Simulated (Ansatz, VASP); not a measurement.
Two plane-wave programs on Pt

File INCAR:

```
ALGO     = Normal         # electronic algorithm
EDIFF    = 1E-6           # SCF threshold, eV
ENCUT    = 520            # plane-wave cutoff, eV
GGA      = PE             # functional
ISIF     = 2              # what is computed and relaxed
ISMEAR   = -1             # smearing method
LASPH    = True           # aspherical terms in the spheres
LCHARG   = False          # write CHGCAR
LREAL    = False          # projectors in reciprocal space
LWAVE    = False          # write WAVECAR
NBANDS   = 22             # bands
NELM     = 100            # most SCF steps
PREC     = Accurate       # precision mode
SIGMA    = 0.1            # smearing width, eV
```

File KPOINTS:

```
k-points
0
Gamma
  9 9 13
```

Contents of POSCAR:

```
Pt
1.0
    4.6518057945      0.0000000000      0.0000000000
   -2.3259028972      4.0285819915      0.0000000000
    0.0000000000      0.0000000000      2.7732087223
Pt
3
Direct
    0.0000000000      0.0000000000      0.0000000000
    0.3333333333      0.6666666667      0.5000000000
    0.6666666667      0.3333333333      0.5000000000
```

Input for Ansatz:

```yaml
crystal:
  lattice:
    - [4.6518057945, 0.0, 0.0]
    - [-2.3259028972, 4.0285819915, 0.0]
    - [0.0, 0.0, 2.7732087223]
  atoms:
    - { symbol: Pt, position: [0.0, 0.0, 0.0] }
    - { symbol: Pt, position: [0.3333333333, 0.6666666667, 0.5] }
    - { symbol: Pt, position: [0.6666666667, 0.3333333333, 0.5] }
hamiltonian:
  xc: pbe
  pseudopotentials:
    kind: paw
    azcp:
      Pt: "pseudopotentials/Pt.paw.azcp"
basis:
  ecutwfc: 420
  fft_grid_basis: typed
kpoints:
  mp_grid: { grid: [9, 9, 13], shift: [0, 0, 0] }
magnetization:
  spin_polarized: false
scf:
  occupations: { method: fermi_dirac, width: 0.1 }
  lower_state_search: "off"
output:
  stress: true
```

Alike in both runs: task single point; functional PBE; k mesh 9 × 9 × 13; occupations fermi-dirac, width 0.1 eV; no spin polarisation.

|  | VASP | Ansatz |
| --- | --- | --- |
| version | VASP 6.6.1 | Ansatz 0.2.0 |
| potentials or method | VASP PAW PBE potentials, release 64 (Pt), cutoff 520 eV | plane waves (420 eV) with PAW, scalar-relativistic |
| valence electrons in the cell | 30 | 54 |

VASP gave:

```
pressure (GPa)                                                : -14.8
traceless stress, the component that is largest in VASP (GPa) : 0.41
```

Problem. Estimate Ansatz's values.

Solution. Pressure (GPa): -14.5; traceless stress, the component that is largest in VASP (GPa): 0.42.

With one functional, cell and mesh, what is left measures potentials, basis and numerics. VASP's potentials hold 30 valence electrons a cell and Ansatz's 54, so a difference there can come from the potentials and not from the codes.

Spin-orbit coupling is off throughout.
